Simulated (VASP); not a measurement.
Write the native input for VASP 6.6.1 that does the following.

- Task: single point
- Functional: LDA
- Potentials or basis: VASP PAW LDA potentials, release 64 (Li_sv, Si)
- Cutoff: 520 eV
- k mesh: 7 × 7 × 7
- Occupations: methfessel-paxton, width 0.1 eV
- Spin: no spin polarisation
- Dipole correction: no
- Further INCAR settings: ALGO = Normal; EDIFF = 1e-06; NBANDS = 15

The structure of LiSi lies in POSCAR:

```
LiSi
1.0
    0.0000000000      3.1106100000      3.1106100000
    3.1106100000      0.0000000000      3.1106100000
    3.1106100000      3.1106100000      0.0000000000
Li Si
2 2
Direct
    0.5000000000      0.5000000000      0.5000000000
    0.7500000000      0.7500000000      0.7500000000
    0.2500000000      0.2500000000      0.2500000000
    0.0000000000      0.0000000000      0.0000000000
```

These files were run (other wordings do the same):

INCAR

```
SYSTEM = LiSi
PREC = Accurate ; ENCUT = 520
EDIFF = 1E-6 ; ISMEAR = 1
SIGMA = 0.1 ; LREAL = .False.
LASPH = .True. ; NELM = 80
ALGO = Normal ; ISIF = 2
LWAVE = .False. ; LCHARG = .False.
GGA = CA ; NBANDS = 15
```

KPOINTS

```
Automatic mesh
0
Gamma
  7 7 7
  0 0 0
```

Potentials or basis: VASP PAW LDA potentials, release 64 (Li_sv, Si).

Run with:

```console
$ cat potpaw_LDA.64/Li_sv/POTCAR potpaw_LDA.64/Si/POTCAR > POTCAR
$ mpirun -np 1 vasp_std > vasp.out
```

Results of the run:

```
Band gap on the k mesh : zero (band 7 reaches 5.81 eV, above the bottom of band 8 at 4.89 eV)
```

Run time: 28 s on 1 thread of Intel Xeon 8259CL, with other jobs on the host, peak memory 0.17 GiB.
